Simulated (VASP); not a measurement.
A run of VASP 6.6.1:

The input INCAR:

```
SYSTEM = HfN
  ALGO = Normal
  EDIFF = 1E-7
  ENCUT = 520
  ISIF = 2
  ISMEAR = 0
  LASPH = .TRUE.
  LCHARG = .FALSE.
  LREAL = .FALSE.
  LWAVE = .FALSE.
  NBANDS = 14
  NELM = 80
  PREC = Accurate
  SIGMA = 0.15
```

File KPOINTS:

```
k-points
0
G
  16 16 16
  0 0 0
```

File POSCAR:

```
HfN
1.0
    0.0000000000      2.3934514500      2.5161925500
    2.3934514500      0.0000000000      2.5161925500
    2.3934514500      2.3934514500      0.0000000000
Hf N
1 1
Direct
    0.0000000000      0.0000000000      0.0000000000
    0.7500000000      0.7500000000      0.7500000000
```

Potentials or basis: VASP PAW LDA potentials, release 64 (Hf_pv, N).

Launch:

```bash
$ cat potpaw_LDA.64/Hf_pv/POTCAR potpaw_LDA.64/N/POTCAR > POTCAR
$ mpirun -np 1 vasp_std > vasp.out
```

Hardware: 1 thread of Intel Xeon 8259CL, on a shared host.

**Question.** Estimate the wall time of this run.

**Answer.** Run time: 3.5 min on 1 thread of Intel Xeon 8259CL, with other jobs on the host, peak memory 0.26 GiB. Counts: scf iterations 14, k points 349.
